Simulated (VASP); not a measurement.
Crystal: SnSe.

```
CELL_PARAMETERS angstrom
0.00000 2.98980 2.98980
2.98980 0.00000 2.98980
2.98980 2.98980 0.00000
ATOMIC_POSITIONS crystal
Sn 0.00000 0.00000 0.00000
Se 0.50000 0.50000 0.50000
```

Base run:

```yaml
Program: VASP 6.6.1
Functional: r2SCAN
Potentials_or_basis: VASP PAW PBE potentials, release 64 (Sn_d, Se)
Cutoff: 520 eV
k_mesh: 8 × 8 × 8
Occupations: fermi-dirac, width 0.05 eV
Spin: no spin polarisation
```

Its results: band gap on the k mesh 0.55 eV, direct; pressure 1.0 GPa.

The run is repeated on the same cell with these changes: functional from r2SCAN to PBE exchange alone. What comes out?

Band gap on the k mesh 0.48 eV, direct; pressure 11.9 GPa.

Caveats: spin-orbit coupling is left out, which moves the levels of the heavy elements; the PAW data sets were made with another functional, which shifts forces and pressure a little (some runs).

A k mesh can miss the band edges.
